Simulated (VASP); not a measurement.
# Bi (P6_3/mmc) in VASP: a series of runs

Bi is run at these levels: PBEsol; tasks: single point.

All numbers are computed with VASP 6.6.1; they aren't measurements. Logs are shortened: lines on timing, memory, paths and dates and some standing lists are left out, and cuts for length are marked.

### Step 1. The cell of the first run

It takes space group P6_3/mmc (No. 194, hexagonal). Conventional cell: a = 3.285 Å, b = 3.285 Å, c = 5.166 Å, α = 90.00°, β = 90.00°, γ = 120.00°. Bi (site symmetry -6m2) has 12 Bi at 3.20 to 3.29 Å within 4.2 Å.

### Step 2. Single point, PBEsol

Input file INCAR:

```
ALGO     = Normal         # electronic algorithm
EDIFF    = 1E-6           # SCF threshold, eV
ENCUT    = 500            # plane-wave cutoff, eV
GGA      = PS             # functional
GGA_COMPAT= F            
ISIF     = 2              # what is computed and relaxed
ISMEAR   = -1             # smearing method
LASPH    = T              # aspherical terms in the spheres
LCHARG   = T              # write CHGCAR
LELF     = T              # ELF
LREAL    = F              # projectors in reciprocal space
LVHAR    = T            
LWAVE    = F              # write WAVECAR
NBANDS   = 22             # bands
NELM     = 120            # most SCF steps
PREC     = Accurate       # precision mode
SIGMA    = 0.05           # smearing width, eV
```

Input file KPOINTS:

```
k-points
0
Gamma
  13 13 7
```

Input file POSCAR:

```
Bi
1.0
    3.2853783501      0.0000000000      0.0000000000
   -1.6426891750      2.8452211122      0.0000000000
    0.0000000000      0.0000000000      5.1661021552
Bi
2
Direct
    0.3333333333      0.6666666667      0.2500000000
    0.6666666667      0.3333333333      0.7500000000
```

Potentials or basis: VASP PAW PBE potentials, release 64 (Bi_d).

Command:

```bash
$ cat potpaw_PBE.64/Bi_d/POTCAR > POTCAR
$ mpirun -np 1 vasp_std > vasp.out
```

OUTCAR:

```text
EDIFF = 1E-6
   ENCUT = 500
   GGA = PS
   ISIF = 2
   ISMEAR = -1
   LASPH = T
   LREAL = F
   NELM = 120
   PREC = Accurate

 ion  position               nearest neighbor table
   1  0.333  0.667  0.250-   2 3.20   2 3.20   2 3.20   2 3.20   2 3.20   2 3.20
   2  0.667  0.333  0.750-   1 3.20   1 3.20   1 3.20   1 3.20   1 3.20   1 3.20

  LATTYP: Found a hexagonal cell.
 ALAT       =     3.2853783501
 C/A-ratio  =     1.5724527298

  Lattice vectors:

 A1 = (   3.2853783501,   0.0000000000,   0.0000000000)
 A2 = (  -1.6426891750,   2.8452211122,   0.0000000000)
 A3 = (   0.0000000000,   0.0000000000,   5.1661021552)

Analysis of symmetry for initial positions (statically):
=====================================================================
 Subroutine PRICEL returns:
 Original cell was already a primitive cell.

 Routine SETGRP: Setting up the symmetry group for a
 hexagonal supercell.

 Subroutine GETGRP returns: Found 24 space group operations
 (whereof 12 operations were pure point group operations)
 out of a pool of 24 trial point group operations.

The static configuration has the point symmetry D_3d.
 The point group associated with its full space group is D_6h.

Analysis of symmetry for dynamics (positions and initial velocities):
=====================================================================
 Subroutine PRICEL returns:
 Original cell was already a primitive cell.

 Routine SETGRP: Setting up the symmetry group for a
 hexagonal supercell.

 Subroutine GETGRP returns: Found 24 space group operations
 (whereof 12 operations were pure point group operations)
 out of a pool of 24 trial point group operations.

The dynamic configuration has the point symmetry D_3d.
 The point group associated with its full space group is D_6h.

 Subroutine INISYM returns: Found 24 space group operations
 (whereof 12 operations are pure point group operations),
 and found     1 'primitive' translations

----------------------------------------------------------------------------------------

                                     Primitive cell

  volume of cell :      48.2908

  direct lattice vectors                    reciprocal lattice vectors
     3.285378350  0.000000000  0.000000000     0.304378946  0.175733267  0.000000000
    -1.642689175  2.845221112  0.000000000     0.000000000  0.351466533  0.000000000
     0.000000000  0.000000000  5.166102155     0.000000000  0.000000000  0.193569537

[... 79 lines left out ...]
   LSORBIT =      F    spin-orbit coupling
   LASPH  =      T    aspherical Exc in radial PAW
   ENCUT  =  500.0 eV  36.75 Ry    6.06 a.u.   5.99  5.99  9.42*2*pi/ulx,y,z
   NELM   =    120;   NELMIN=  2; NELMDL= -5     # of ELM steps
   EDIFF  = 0.1E-05   stopping-criterion for ELM
   LREAL  =      F    real-space projection
   EDIFFG = 0.1E-04   stopping-criterion for IOM
   NSW    =      0    number of steps for IOM
   IBRION =     -1    ionic relax: 0-MD 1-quasi-New 2-CG
   NFREE  =      0    steps in history (QN), initial steepest desc. (CG)
   ISIF   =      2    stress and relaxation
   ISYM   =      2    0-nonsym 1-usesym 2-fastsym
   POTIM  = 0.5000    time-step for ionic-motion
   TEBEG  =    0.0;   TEEND  =   0.0 temperature during run
   PSTRESS=    0.0 pullay stress
   NELECT =      30.0000    total number of electrons
   NUPDOWN=      -1.0000    fix difference up-down
   EMIN   =  10.00;   EMAX   =-10.00  energy-range for DOS
   EFERMI =   0.00;   METHOD = LEGACY
   ISMEAR =    -1;   SIGMA  =   0.05  broadening in eV -4-tet -1-fermi 0-gaus
   EFERMI_NEDOS =   21; number of points for ismear=-14 and -15
   IALGO  =     38    algorithm
   IMIX   =      4    mixing-type and parameters
     AMIX     =   0.40;   BMIX     =  1.00
     AMIX_MAG =   1.60;   BMIX_MAG =  1.00
  volume/ion in A,a.u.               =      24.15       162.94
  Fermi-wavevector in a.u.,A,eV,Ry     =   1.396884  2.639729 26.548856  1.951286
  Thomas-Fermi vector in A             =   2.520195
   LORBIT       =      0    0 simple, 1 ext, 2 COOP (PROOUT), +10 PAW based schemes
   GGA     = PS    functional components
   LHFCALC =     F    Hartree Fock is set to
   AEXX    =    0.0000 exact exchange contribution
   IVDW    =     0    specifies the selected vdW correction
   LEPSILON=     F    determine dielectric tensor
   LRPA    =     F    only Hartree local field effects (RPA)
 non-spin polarized calculation
  energy-cutoff  :      500.00
  volume of cell :       48.29
 maximum number of plane-waves:      1244
 NGX is ok and might be reduce to    24
   NGX = 11   NGY = 11   NGZ = 19

 number of electron      30.0000002 magnetization

 Free energy of the ion-electron system (eV)
  ---------------------------------------------------
  ext. energy  EPLUGINS =         0.00000000
  ---------------------------------------------------
  free energy    TOTEN  =        -7.75369080 eV

  energy without entropy =       -7.74466908  energy(sigma->0) =       -7.74917994

 E-fermi :  11.4644     XC(G=0): -11.7072

 val. band max:       11.4350198128   @ k =   0.4615   0.0769   0.4286
 cond. band min:      11.4851708115   @ k =   0.3077   0.2308   0.1429
 fundamental gap:      0.0501509987
 Fermi energy:        11.4643797488

 k-point     1 :       0.0000    0.0000    0.0000
  band No.  band energies     occupation
      1     -11.9310      2.00000
      2     -11.8849      2.00000
      3     -11.8542      2.00000
      4     -11.8542      2.00000
      5     -11.8272      2.00000
      6     -11.8272      2.00000
[... 589 lines left out ...]
     21      20.9437      0.00000
     22      22.0808      0.00000

 [... further k-points ...]

------------------------ aborting loop because EDIFF is reached ----------------------------------------

  FORCE on cell =-STRESS in cart. coord.  units (eV):
  Direction    XX          YY          ZZ          XY          YZ          ZX
  --------------------------------------------------------------------------------------
  -------------------------------------------------------------------------------------
  Total        6.6108395      6.6108395      6.6194003      0.0000000      0.0000000      0.0000000
  in kB      219.3324021    219.3324021    219.6164274      0.0000000      0.0000000      0.0000000
  external PRESSURE =     219.4270772 kB  Pullay stress =       0.0000000 kB

 VOLUME and BASIS-vectors are now :
 -----------------------------------------------------------------------------
  energy-cutoff  :      500.00
  volume of cell :       48.29
      direct lattice vectors                 reciprocal lattice vectors
     3.285378350  0.000000000  0.000000000     0.304378946  0.175733267  0.000000000
    -1.642689175  2.845221112  0.000000000     0.000000000  0.351466533  0.000000000
     0.000000000  0.000000000  5.166102155     0.000000000  0.000000000  0.193569537

 POSITION                                       TOTAL-FORCE (eV/Angst)
 -----------------------------------------------------------------------------------
     -0.00000      1.89681      1.29153         0.000000     -0.000000      0.000000
      1.64269      0.94841      3.87458        -0.000000      0.000000      0.000000
 -----------------------------------------------------------------------------------
    total drift:                               -0.000000      0.000000     -0.000000

  FREE ENERGIE OF THE ION-ELECTRON SYSTEM (eV)
  ---------------------------------------------------
  free  energy   TOTEN  =        -7.7536907961 eV

  energy  without entropy=       -7.7446690754  energy(sigma->0) =       -7.74917994
```

stdout:

```text
POSCAR found type information on POSCAR Bi
 POSCAR found :  1 types and       2 ions
 scaLAPACK will be used
 -----------------------------------------------------------------------------
|                                                                             |
|                                                                             |
|     You enforced a specific xc type in the INCAR file but a different       |
|     I HOPE YOU KNOW WHAT YOU ARE DOING!                                     |
|                                                                             |
 -----------------------------------------------------------------------------

 LDA part: xc-table for (Slater+PW92), standard interpolation
 POSCAR, INCAR and KPOINTS ok, starting setup
 FFT: planning ... GRIDC
 FFT: planning ... GRID_SOFT
 FFT: planning ... GRID
 WAVECAR not read
 entering main loop
```

Wall time 33 s (1 thread of AMD EPYC 9R45 (Zen 5), shared host); peak memory 0.17 GiB.

What came out:

* Free energy: -7.7537 eV
* Pressure: 21.9 GPa
* Band gap on the k mesh: zero (band 15 reaches 16.27 eV, above the bottom of band 16 at 8.29 eV)

Caveat: the PAW data sets were made with another functional, which shifts forces and pressure a little; spin-orbit coupling is left out, which moves the levels of the heavy elements.

### Step 3. Single point, PBEsol

Input file INCAR:

```
SYSTEM = Bi
  ALGO = Normal
  EDIFF = 1E-6
  ENCUT = 500
  GGA = PS
  GGA_COMPAT = .False.
  ISIF = 2
  ISMEAR = -1
  LASPH = .True.
  LCHARG = .False.
  LREAL = .False.
  LWAVE = .False.
  NBANDS = 22
  NELM = 120
  PREC = Accurate
  SIGMA = 0.05
```

Input file KPOINTS:

```
k-points
0
Gamma
  13 13 7
  0 0 0
```

Input file POSCAR:

```
Bi
1.0
    3.2855991857      0.0000000000      0.0000000000
   -1.6427995928      2.8454123615      0.0000000000
    0.0000000000      0.0000000000      5.1667719010
Bi
2
Direct
    0.3333333333      0.6666666667      0.2500000000
    0.6666666667      0.3333333333      0.7500000000
```

Potentials or basis: VASP PAW PBE potentials, release 64 (Bi_d).

Command:

```bash
$ cat potpaw_PBE.64/Bi_d/POTCAR > POTCAR
$ mpirun -np 1 vasp_std > vasp.out
```

Wall time 35 s (1 thread of AMD EPYC 9R45 (Zen 5), shared host); peak memory 0.17 GiB.

It converged, with:

- Free energy: -7.7554 eV
- Pressure: 21.9 GPa
- Band gap on the k mesh: zero (band 15 reaches 16.26 eV, above the bottom of band 16 at 8.29 eV)

Levels at points of the mesh, in eV from the Fermi level:
| k point | band 13 | band 14 | band 15 | band 16 | band 17 | band 18 |
| --- | --- | --- | --- | --- | --- | --- |
| (0.00, 0.00, 0.00) | -7.00 | 3.95 | 3.95 | 6.30 | 6.30 | 7.61 |

Caveat: the PAW data sets were made with another functional, which shifts forces and pressure a little; spin-orbit coupling is left out, which moves the levels of the heavy elements.
